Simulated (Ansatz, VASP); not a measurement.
**Si2W: VASP beside Ansatz**

```
CELL_PARAMETERS angstrom
-1.60690 1.60690 3.91495
1.60690 -1.60690 3.91495
1.60690 1.60690 -3.91495
ATOMIC_POSITIONS crystal
W 0.00000 0.00000 0.00000
Si 0.66530 0.66530 0.00000
Si 0.33470 0.33470 0.00000
```

Alike in both runs: functional r2SCAN; k mesh 12 × 12 × 12; occupations fermi-dirac, width 0.05 eV; no spin polarisation.

```csv
,VASP,Ansatz
version,VASP 6.6.1,Ansatz 0.2.0
potentials or method,"VASP PAW PBE potentials, release 64 (W_sv, Si)",Ansatz PAW
plane-wave cutoff (eV),520,500
valence electrons in the cell,22,22
task,single point,band structure
```

Ansatz gave:

| Item | Value |
| --- | --- |
| gap on the k mesh at the Fermi level (eV) | none |
| pressure (GPa) | -1.2 |
| traceless stress, the component that is largest in VASP (GPa) | -0.77 |
| rms of the force components (eV/Å) | 0.010 |

Problem. What did VASP give for the same quantities?

Solution. gap on the k mesh at the Fermi level (eV): none; pressure (GPa): -0.9; traceless stress, the component that is largest in VASP (GPa): -0.94; rms of the force components (eV/Å): 0.006.

VASP's potentials were made for PBE, not for r2SCAN. Atom by atom the forces differ by 0.004 eV/Å (rms over components). A gap of «none» marks a metal or a gap that the smearing closes.

Neither program's run includes spin-orbit coupling.
